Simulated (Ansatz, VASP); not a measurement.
## One calculation of WC, two programs

```
CELL_PARAMETERS angstrom
0.00000 2.30211 2.30211
2.30211 0.00000 2.30211
2.30211 2.30211 0.00000
ATOMIC_POSITIONS crystal
W 0.00000 0.00000 0.00000
C 0.75000 0.75000 0.75000
```

Alike in both runs: task single point; functional PBEsol-based global hybrid; k mesh 5 × 5 × 5; occupations fermi-dirac, width 0.05 eV; no spin polarisation.

|  | VASP | Ansatz |
| --- | --- | --- |
| version | VASP 6.6.1 | Ansatz 0.2.0 |
| potentials or method | VASP PAW PBE potentials, release 64 (W_sv, C) | Ansatz PAW |
| plane-wave cutoff (eV) | 520 | 420 |
| valence electrons in the cell | 18 | 18 |

Ansatz gave:

```
gap on the k mesh at the Fermi level (eV) : none
pressure (GPa)                            : 6.4
```

Question: Estimate VASP's values.

Answer: gap on the k mesh at the Fermi level (eV): none; pressure (GPa): 6.7.

VASP's potentials were made for PBE, not for PBEsol-based global hybrid. A gap of «none» marks a metal or a gap that the smearing closes.

The k mesh is coarse, so the values compare programs but aren't converged. Spin-orbit coupling is off throughout.
